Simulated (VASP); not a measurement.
Wanted: the native input for a VASP 6.6.1 run.

```yaml
Task: electric field gradients
Functional: PBE
Potentials_or_basis: VASP PAW PBE potentials, release 64 (Pb_d)
Cutoff: 520 eV
k_mesh: 13 × 13 × 13
Occupations: fermi-dirac, width 0.08 eV
Spin: no spin polarisation
Dipole_correction: no
Further_INCAR_settings: ALGO = Normal; EDIFF = 1e-08; NBANDS = 13
```

The structure of Pb lies in POSCAR:

```
Pb
1.0
    0.0000000000      2.5023010956      2.5023010956
    2.5023010956      0.0000000000      2.5023010956
    2.5023010956      2.5023010956      0.0000000000
Pb
1
Direct
    0.0000000000      0.0000000000      0.0000000000
```

This cell differs from its parent crystal: volume scaled by 1.04.

One way to write it, as run:

INCAR

```
SYSTEM = Pb
PREC = Accurate
ENCUT = 520
EDIFF = 1E-8
ISMEAR = -1
SIGMA = 0.08
LREAL = .False.
LASPH = .True.
NELM = 100
ALGO = Normal
ISIF = 2
LWAVE = .False.
LCHARG = .False.
GGA = PE
LEFG = .True.
NBANDS = 13
```

KPOINTS

```
Automatic mesh
0
Gamma
  13 13 13
  0 0 0
```

Potentials or basis: VASP PAW PBE potentials, release 64 (Pb_d).

Command:

```bash
$ cat potpaw_PBE.64/Pb_d/POTCAR > POTCAR
$ mpirun -np 1 vasp_std > vasp.out
```

Results of the run:

| Item | Value |
| --- | --- |
| Pressure | 0.8 GPa |
| Band gap on the k mesh | zero (band 7 reaches 14.08 eV, above the bottom of band 8 at 5.32 eV) |

Caveat: without QUAD_EFG the Cq values of the log hold for a quadrupole moment of 1 mb, not for the nuclei; spin-orbit coupling is left out, which moves the levels of the heavy elements.

It took 52 s on 1 thread of Intel Xeon 6975P-C, with other jobs on the host, peak memory 0.18 GiB.
